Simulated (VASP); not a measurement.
# AlAs (scanat) (F-43m) in VASP: single point with r2SCAN

Aim: the single point of AlAs (scanat) with r2SCAN.

Program: VASP 6.6.1. These are calculated values, not measurements. Logs are shortened: lines on timing, memory, paths and dates and some standing lists are left out, and cuts for length are marked.

## Step 1: The cell of the first run

Symmetry: F-43m, No. 216, cubic system. The conventional cell has a = 5.675 Å, b = 5.675 Å, c = 5.675 Å, α = 90.00°, β = 90.00°, γ = 90.00°. Within 3.2 Å of Al (site symmetry -43m) lie 4 As at 2.46 Å. As (site symmetry -43m) has 4 Al at 2.46 Å within 3.2 Å.

## Step 2: Single point, r2SCAN

The input, POSCAR:

```
AlAs
1.0
    0.0000000000      2.8372990216      2.8372990216
    2.8372990216      0.0000000000      2.8372990216
    2.8372990216      2.8372990216      0.0000000000
Al As
1 1
Direct
    0.0000000000      0.0000000000      0.0000000000
    0.2500000000      0.2500000000      0.2500000000
```

The input, INCAR.step1:

```
PREC = Accurate ; ENCUT = 550
ISMEAR = 0 ; SIGMA = 0.02
LREAL = False ; LASPH = True
NELM = 120 ; NBANDS = 11
GGA = PE ; ALGO = Normal
EDIFF = 1E-5 ; LWAVE = True
LCHARG = False ; GGA_COMPAT = False
```

The input, INCAR.step2:

```
PREC = Accurate ; ENCUT = 550
EDIFF = 1E-6 ; ISMEAR = 0
SIGMA = 0.02 ; LREAL = False
LASPH = True ; NELM = 120
ALGO = Normal ; ISIF = 2
LWAVE = False ; LCHARG = False
METAGGA = R2SCAN ; LMIXTAU = True
NBANDS = 11 ; ISTART = 1
GGA_COMPAT = False
```

The input, KPOINTS:

```
regular mesh
0
Gamma
  8 8 8
```

Potentials or basis: VASP PAW PBE potentials, release 64 (Al, As).

Command:

```console
> cat potpaw_PBE.64/Al/POTCAR potpaw_PBE.64/As/POTCAR > POTCAR
> cp INCAR.step1 INCAR
> mpirun -np 1 vasp_std > vasp.out
> cp INCAR.step2 INCAR
> mpirun -np 1 vasp_std > vasp.out
```

OUTCAR:

```text
PREC = Accurate
   ENCUT = 550
   EDIFF = 1E-6
   ISMEAR = 0
   LREAL = False
   LASPH = True
   NELM = 120
   ISIF = 2
   METAGGA = R2SCAN
   ISTART = 1

 ion  position               nearest neighbor table
   1  0.000  0.000  0.000-   2 2.46   2 2.46   2 2.46   2 2.46
   2  0.250  0.250  0.250-   1 2.46   1 2.46   1 2.46   1 2.46

  LATTYP: Found a face centered cubic cell.
 ALAT       =     5.6745980432

  Lattice vectors:

 A1 = (   0.0000000000,   2.8372990216,   2.8372990216)
 A2 = (   2.8372990216,   0.0000000000,   2.8372990216)
 A3 = (   2.8372990216,   2.8372990216,   0.0000000000)

Analysis of symmetry for initial positions (statically):
=====================================================================
 Subroutine PRICEL returns:
 Original cell was already a primitive cell.

 Routine SETGRP: Setting up the symmetry group for a
 face centered cubic supercell.

 Subroutine GETGRP returns: Found 24 space group operations
 (whereof 24 operations were pure point group operations)
 out of a pool of 48 trial point group operations.

The static configuration has the point symmetry T_d .

Analysis of symmetry for dynamics (positions and initial velocities):
=====================================================================
 Subroutine PRICEL returns:
 Original cell was already a primitive cell.

 Routine SETGRP: Setting up the symmetry group for a
 face centered cubic supercell.

 Subroutine GETGRP returns: Found 24 space group operations
 (whereof 24 operations were pure point group operations)
 out of a pool of 48 trial point group operations.

The dynamic configuration has the point symmetry T_d .

 Subroutine INISYM returns: Found 24 space group operations
 (whereof 24 operations are pure point group operations),
 and found     1 'primitive' translations

----------------------------------------------------------------------------------------

                                     Primitive cell

  volume of cell :      45.6820

  direct lattice vectors                    reciprocal lattice vectors
     0.000000000  2.837299022  2.837299022    -0.176223936  0.176223936  0.176223936
     2.837299022  0.000000000  2.837299022     0.176223936 -0.176223936  0.176223936
     2.837299022  2.837299022  0.000000000     0.176223936  0.176223936 -0.176223936

  length of vectors
     4.012546757  4.012546757  4.012546757     0.305228810  0.305228810  0.305228810

  position of ions in fractional coordinates (direct lattice)
     0.000000000  0.000000000  0.000000000
     0.250000000  0.250000000  0.250000000

  ion indices of the primitive-cell ions
   primitive index   ion index
                 1           1
                 2           2

----------------------------------------------------------------------------------------

 KPOINTS: regular mesh

Automatic generation of k-mesh.
 Grid dimensions read from file:
 generate k-points for:    8    8    8

 Generating k-lattice:

  Cartesian coordinates                     Fractional coordinates (reciprocal lattice)
    -0.022027992  0.022027992  0.022027992     0.125000000  0.000000000  0.000000000
     0.022027992 -0.022027992  0.022027992     0.000000000  0.125000000  0.000000000
     0.022027992  0.022027992 -0.022027992     0.000000000  0.000000000  0.125000000

  Length of vectors
     0.038153601  0.038153601  0.038153601

  Shift w.r.t. Gamma in fractional coordinates (k-lattice)
     0.000000000  0.000000000  0.000000000

 Subroutine IBZKPT returns following result:
 ===========================================

 Found     29 irreducible k-points:

 Following reciprocal coordinates:
            Coordinates               Weight
  0.000000  0.000000  0.000000      1.000000
  0.125000  0.000000  0.000000      8.000000
  0.250000  0.000000  0.000000      8.000000
  0.375000  0.000000  0.000000      8.000000
  0.500000  0.000000  0.000000      4.000000
  0.125000  0.125000  0.000000      6.000000
[... 16 lines left out ...]
  0.500000  0.250000  0.125000     48.000000
 -0.375000  0.250000  0.125000     24.000000
 [... further k-points ...]
   k-points           NKPTS =     29   k-points in BZ     NKDIM =     29   number of bands    NBANDS=     11
   number of dos      NEDOS =    301   number of ions     NIONS =      2
   total plane-waves  NPLWV =  32768
   dimension x,y,z NGX =    32 NGY =   32 NGZ =   32
   dimension x,y,z NGXF=    64 NGYF=   64 NGZF=   64
   ions per type =               1   1
   NGX,Y,Z   is equivalent  to a cutoff of  13.26, 13.26, 13.26 a.u.
   NGXF,Y,Z  is equivalent  to a cutoff of  26.52, 26.52, 26.52 a.u.
 SYSTEM =  unknown system
   PREC   = accura    normal or accurate (medium, high low for compatibility)
   ISTART =      1    job   : 0-new  1-cont  2-samecut
   ICHARG =      0    charge: 1-file 2-atom 10-const
   ISPIN  =      1    spin polarized calculation?
   LNONCOLLINEAR =      F non collinear calculations
   LSORBIT =      F    spin-orbit coupling
   LASPH  =      T    aspherical Exc in radial PAW
   ENCUT  =  550.0 eV  40.42 Ry    6.36 a.u.   7.67  7.67  7.67*2*pi/ulx,y,z
   NELM   =    120;   NELMIN=  2; NELMDL=  0     # of ELM steps
   EDIFF  = 0.1E-05   stopping-criterion for ELM
   LREAL  =      F    real-space projection
   EDIFFG = 0.1E-04   stopping-criterion for IOM
   NSW    =      0    number of steps for IOM
   IBRION =     -1    ionic relax: 0-MD 1-quasi-New 2-CG
   NFREE  =      0    steps in history (QN), initial steepest desc. (CG)
   ISIF   =      2    stress and relaxation
   ISYM   =      2    0-nonsym 1-usesym 2-fastsym
   POTIM  = 0.5000    time-step for ionic-motion
   TEBEG  =    0.0;   TEEND  =   0.0 temperature during run
   PSTRESS=    0.0 pullay stress
   NELECT =       8.0000    total number of electrons
   NUPDOWN=      -1.0000    fix difference up-down
   EMIN   =  10.00;   EMAX   =-10.00  energy-range for DOS
   EFERMI =   0.00;   METHOD = LEGACY
   ISMEAR =     0;   SIGMA  =   0.02  broadening in eV -4-tet -1-fermi 0-gaus
   EFERMI_NEDOS =   21; number of points for ismear=-14 and -15
   IALGO  =     38    algorithm
   IMIX   =      4    mixing-type and parameters
     AMIX     =   0.40;   BMIX     =  1.00
     AMIX_MAG =   1.60;   BMIX_MAG =  1.00
  volume/ion in A,a.u.               =      22.84       154.14
  Fermi-wavevector in a.u.,A,eV,Ry     =   0.915918  1.730833 11.413995  0.838905
  Thomas-Fermi vector in A             =   2.040714
   LORBIT       =      0    0 simple, 1 ext, 2 COOP (PROOUT), +10 PAW based schemes
   METAGGA = R2SCAN    functional components
   LHFCALC =     F    Hartree Fock is set to
   AEXX    =    0.0000 exact exchange contribution
   IVDW    =     0    specifies the selected vdW correction
   LEPSILON=     F    determine dielectric tensor
   LRPA    =     F    only Hartree local field effects (RPA)
 non-spin polarized calculation
 Gauss-broadening in eV      SIGMA  =   0.02
  energy-cutoff  :      550.00
  volume of cell :       45.68
 maximum number of plane-waves:      1363
   NGX = 15   NGY = 15   NGZ = 15

 number of electron       8.0000001 magnetization

 Free energy of the ion-electron system (eV)
  ---------------------------------------------------
  ext. energy  EPLUGINS =         0.00000000
  ---------------------------------------------------
  free energy    TOTEN  =       -22.69542862 eV

  energy without entropy =      -22.69542862  energy(sigma->0) =      -22.69542862

 E-fermi :   3.7292     XC(G=0):  -9.4201

 val. band max:        3.6033764318   @ k =   0.0000   0.0000   0.0000
 cond. band min:       5.4063233190   @ k =   0.5000   0.5000   0.0000
 fundamental gap:      1.8029468872
 Fermi energy:         3.7291825393

 k-point     1 :       0.0000    0.0000    0.0000
  band No.  band energies     occupation
      1      -8.6743      2.00000
      2       3.6034      2.00000
      3       3.6034      2.00000
      4       3.6034      2.00000
      5       6.2482      0.00000
      6       8.3005      0.00000
      7       8.3005      0.00000
      8       8.3005      0.00000
      9      13.1101      0.00000
     10      13.1101      0.00000
     11      13.3047      0.00000

 k-point     2 :       0.1250    0.0000    0.0000
  band No.  band energies     occupation
      1      -8.5156      2.00000
      2       2.2171      2.00000
      3       3.4405      2.00000
      4       3.4405      2.00000
      5       6.9244      0.00000
      6       8.5923      0.00000
      7       8.5923      0.00000
      8       8.7582      0.00000
      9      12.5258      0.00000
     10      12.5258      0.00000
     11      14.0187      0.00000

 k-point     3 :       0.2500    0.0000    0.0000
  band No.  band energies     occupation
      1      -8.0755      2.00000
      2       0.2038      2.00000
      3       3.1156      2.00000
      4       3.1156      2.00000
      5       6.7096      0.00000
      6       8.9458      0.00000
      7       8.9458      0.00000
      8      10.6270      0.00000
      9      12.4443      0.00000
     10      12.4443      0.00000
     11      13.7523      0.00000

 k-point     4 :       0.3750    0.0000    0.0000
  band No.  band energies     occupation
      1      -7.5076      2.00000
      2      -1.4015      2.00000
      3       2.8535      2.00000
      4       2.8535      2.00000
      5       6.3562      0.00000
      6       8.8239      0.00000
      7       8.8239      0.00000
      8      11.9412      0.00000
      9      13.8193      0.00000
     10      13.8193      0.00000
     11      14.1161      0.00000

 k-point     5 :       0.5000    0.0000    0.0000
  band No.  band energies     occupation
      1      -7.2053      2.00000
      2      -2.0601      2.00000
      3       2.7577      2.00000
      4       2.7577      2.00000
      5       6.2239      0.00000
      6       8.7020      0.00000
      7       8.7020      0.00000
      8      11.9875      0.00000
      9      15.6121      0.00000
     10      15.9313      0.00000
     11      15.9313      0.00000
[... 211 lines left out ...]
 k-point    21 :       0.5000    0.5000    0.0000
  band No.  band energies     occupation
      1      -6.6342      2.00000
      2      -1.9116      2.00000
      3       1.3779      2.00000
      4       1.3779      2.00000
      5       5.4063      0.00000
      6       6.2874      0.00000
      7      14.7284      0.00000
      8      14.7284      0.00000
      9      16.2267      0.00000
     10      16.8112      0.00000
     11      16.8112      0.00000

 k-point    22 :       0.3750    0.2500    0.1250
  band No.  band energies     occupation
      1      -7.7072      2.00000
      2      -0.1799      2.00000
      3       1.6305      2.00000
      4       2.6164      2.00000
      5       7.6100      0.00000
      6       8.3787      0.00000
      7       9.3635      0.00000
      8      10.6459      0.00000
      9      12.3596      0.00000
     10      14.7389      0.00000
     11      16.4600      0.00000

 k-point    23 :       0.5000    0.2500    0.1250
  band No.  band energies     occupation
      1      -7.1963      2.00000
      2      -1.2360      2.00000
      3       1.0401      2.00000
      4       2.2265      2.00000
      5       7.7092      0.00000
      6       8.5303      0.00000
      7       9.8877      0.00000
      8      10.9953      0.00000
      9      13.5851      0.00000
     10      14.8970      0.00000
     11      16.5678      0.00000

 k-point    24 :      -0.3750    0.2500    0.1250
  band No.  band energies     occupation
      1      -6.9330      2.00000
      2      -1.7357      2.00000
      3       0.8897      2.00000
      4       2.0377      2.00000
      5       7.7011      0.00000
      6       8.2990      0.00000
      7      10.8033      0.00000
      8      11.7922      0.00000
      9      12.6051      0.00000
     10      15.3481      0.00000
     11      16.7174      0.00000

 [... further k-points ...]
[... 5 lines left out ...]
  --------------------------------------------------------------------------------------
  -------------------------------------------------------------------------------------
  Total        0.0263064      0.0263064      0.0263064      0.0000000     -0.0000000      0.0000000
  in kB        0.9226294      0.9226294      0.9226294      0.0000000     -0.0000000      0.0000000
  external PRESSURE =       0.9226294 kB  Pullay stress =       0.0000000 kB

 VOLUME and BASIS-vectors are now :
 -----------------------------------------------------------------------------
  energy-cutoff  :      550.00
  volume of cell :       45.68
      direct lattice vectors                 reciprocal lattice vectors
     0.000000000  2.837299022  2.837299022    -0.176223936  0.176223936  0.176223936
     2.837299022  0.000000000  2.837299022     0.176223936 -0.176223936  0.176223936
     2.837299022  2.837299022  0.000000000     0.176223936  0.176223936 -0.176223936

 POSITION                                       TOTAL-FORCE (eV/Angst)
 -----------------------------------------------------------------------------------
      0.00000      0.00000      0.00000         0.000000      0.000000      0.000000
      1.41865      1.41865      1.41865        -0.000000     -0.000000     -0.000000
 -----------------------------------------------------------------------------------
    total drift:                                0.000000      0.000000      0.000000

  FREE ENERGIE OF THE ION-ELECTRON SYSTEM (eV)
  ---------------------------------------------------
  free  energy   TOTEN  =       -22.6954286223 eV

  energy  without entropy=      -22.6954286223  energy(sigma->0) =      -22.69542862
```

Wall time 51 s (1 thread of Intel Xeon Platinum 8375C at 2.90GHz (Ice Lake), shared host); peak memory 0.19 GiB.

What came out:

* Free energy: -22.6954 eV
* Pressure: 0.1 GPa
* Band gap on the k mesh: 1.80 eV, indirect (least direct gap 2.64 eV)

Levels at points of the mesh, in eV from the valence-band top:
```csv
k point,band 2,band 3,band 4,band 5,band 6,band 7
"(0.00, 0.00, 0.00)",0.00,0.00,0.00,2.64,4.70,4.70
"(0.50, 0.00, 0.00)",-5.66,-0.85,-0.85,2.62,5.10,5.10
"(0.50, 0.50, 0.00)",-5.52,-2.23,-2.23,1.80,2.68,11.12
```

Caveat: the PAW data sets were made with another functional, which shifts forces and pressure a little.
